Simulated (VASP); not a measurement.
# C (C2/m) in VASP: notebook, part 2 of 2

VASP 6.6.1. Earlier steps stand in the parts before.

**5. Single point, PBEsol+D3(BJ) (atoms displaced along a vibrational mode)**

The input, INCAR:

```
SYSTEM = C
PREC = Accurate ; ENCUT = 520
EDIFF = 1E-6 ; ISMEAR = 0
SIGMA = 0.05 ; LREAL = .FALSE.
LASPH = .TRUE. ; NELM = 100
ALGO = Normal ; ISIF = 2
LWAVE = .FALSE. ; LCHARG = .FALSE.
GGA = PS ; IVDW = 12
NBANDS = 11
```

The input, KPOINTS:

```
regular mesh
0
G
  15 15 15
  0 0 0
```

The input, POSCAR:

```
C
1.0
    1.2291305633      0.7096388616      3.2835658809
   -1.2291305633      0.7096388616      3.2835658809
    0.0000000000     -1.4192777231      3.2835658809
C
2
Direct
    0.1695520307      0.1695520307      0.1413686813
    0.8304479693      0.8304479693      0.8586313187
```

Potentials or basis: VASP PAW PBE potentials, release 64 (C).

The run is started by

```console
cat potpaw_PBE.64/C/POTCAR > POTCAR
mpirun -np 1 vasp_std > vasp.out
```

OUTCAR:

```text
SYSTEM = C
   PREC = Accurate
   ENCUT = 520
   EDIFF = 1E-6
   ISMEAR = 0
   LREAL = .FALSE.
   LASPH = .TRUE.
   NELM = 100
   ISIF = 2
   GGA = PS
   IVDW = 12
 IVDW          = 12

 ion  position               nearest neighbor table
   1  0.170  0.170  0.141-   2 1.39   2 1.39   2 1.50
   2  0.830  0.830  0.859-   1 1.39   1 1.39   1 1.50

  LATTYP: Found a trigonal (rhomboedric) cell.
 ALAT       =     3.5771712497
 COS(alpha) =     0.7638725005

  Lattice vectors:

 A1 = (   1.2291305633,   0.7096388616,   3.2835658809)
 A2 = (  -1.2291305633,   0.7096388616,   3.2835658809)
 A3 = (   0.0000000000,  -1.4192777231,   3.2835658809)

Analysis of symmetry for initial positions (statically):
=====================================================================
 Subroutine PRICEL returns:
 Original cell was already a primitive cell.

 Routine SETGRP: Setting up the symmetry group for a
 trigonal (rhombohedral) supercell.

 Subroutine GETGRP returns: Found  4 space group operations
 (whereof  4 operations were pure point group operations)
 out of a pool of 12 trial point group operations.

[... 173 lines left out ...]
      3       0.8585      2.00000
      4       3.2757      2.00000
      5       8.6479      0.00000
      6      11.6664      0.00000
      7      14.7941      0.00000
      8      16.6133      0.00000
      9      17.7843      0.00000
     10      27.3233      0.00000
     11      31.0128      0.00000
[... 309 lines left out ...]
 k-point    24 :       0.2667    0.0667    0.0000
  band No.  band energies     occupation
      1     -13.4284      2.00000
      2      -2.4134      2.00000
      3      -0.3634      2.00000
      4       0.2870      2.00000
      5      10.2778      0.00000
      6      12.9462      0.00000
      7      13.5368      0.00000
      8      17.5592      0.00000
      9      20.2102      0.00000
     10      24.3806      0.00000
     11      28.3260      0.00000

 [... further k-points ...]

------------------------ aborting loop because EDIFF is reached ----------------------------------------

 Edisp (eV)   -0.22533

 E8    (eV) :    -0.1096

  FORCE on cell =-STRESS in cart. coord.  units (eV):
  Direction    XX          YY          ZZ          XY          YZ          ZX
  --------------------------------------------------------------------------------------
  -------------------------------------------------------------------------------------
  Total       1.41017    -0.37346    -0.32755     0.00000     0.48824     0.00000
  in kB     131.47707   -34.81944   -30.53941     0.00000    45.52109     0.00000
  external pressure =       22.04 kB  Pullay stress =        0.00 kB

 VOLUME and BASIS-vectors are now :
 -----------------------------------------------------------------------------
  energy-cutoff  :      520.00
  volume of cell :       17.18
      direct lattice vectors                 reciprocal lattice vectors
     1.229130563  0.709638862  3.283565881     0.406791609  0.234861245  0.101515653
    -1.229130563  0.709638862  3.283565881    -0.406791609  0.234861245  0.101515653
     0.000000000 -1.419277723  3.283565881     0.000000000 -0.469722490  0.101515653

 POSITION                                       TOTAL-FORCE (eV/Angst)
 -----------------------------------------------------------------------------------
      0.00000      0.04000      1.57766         0.000000     -3.855343      1.999862
      0.00000     -0.04000      8.27303         0.000000      3.855343     -1.999862
 -----------------------------------------------------------------------------------
    total drift:                                0.000000     -0.000000      0.000000

  FREE ENERGIE OF THE ION-ELECTRON SYSTEM (eV)
  ---------------------------------------------------
  free  energy   TOTEN  =       -19.2141368450 eV

  energy  without entropy=      -19.2141319446  energy(sigma->0) =      -19.21413439
```

stdout:

```text
POSCAR found type information on POSCAR C
 POSCAR found :  1 types and       2 ions
 scaLAPACK will be used
 -----------------------------------------------------------------------------
|                                                                             |
|                                                                             |
|     You enforced a specific xc type in the INCAR file but a different       |
|     I HOPE YOU KNOW WHAT YOU ARE DOING!                                     |
|                                                                             |
 -----------------------------------------------------------------------------

 LDA part: xc-table for (Slater+PW92), standard interpolation
 POSCAR, INCAR and KPOINTS ok, starting setup
 FFT: planning ... GRIDC
 FFT: planning ... GRID_SOFT
 FFT: planning ... GRID
 WAVECAR not read
 entering main loop
```

It took 3.5 min on 1 thread of Intel Xeon Platinum 8259CL at 2.50GHz (Skylake/Cascade Lake), shared host; peak memory 0.27 GiB.

Results:

```yaml
Free_energy: -19.2141 eV
Pressure: 2.2 GPa
Largest_force: 4.343 eV/Å
Dispersion_energy_per_atom: -0.113 eV
```

Forces on the atoms (eV/Å):
```
C    0.000 -3.855  2.000
C    0.000  3.855 -2.000
```

Caveat: the cell differs from its parent crystal (atoms displaced along a vibrational mode); the PAW data sets were made with another functional, which shifts forces and pressure a little.

**6. Overview**

| cell | pressure (GPa) | largest force (eV/Å) |
| --- | --- | --- |
| as given, atomic positions A | 0.8 | 4.76 |
| as given, atomic positions B | 3.4 | 3.97 |
| as given, atomic positions C | 2.3 | 4.33 |
| as given, atomic positions D | 2.2 | 4.34 |

Alike in all rows: task single point; level PBEsol+D3(BJ); potentials or basis VASP PAW PBE potentials, release 64 (C); no spin polarisation; k mesh 15 × 15 × 15; cutoff (eV) 520; smearing gaussian 0.05 eV.

Caveats: the PAW data sets were made with another functional, which shifts forces and pressure a little; the cell stands under pressure (at least some runs).

Total energies depend on the potentials used, so only differences within one code and one set of settings carry meaning.
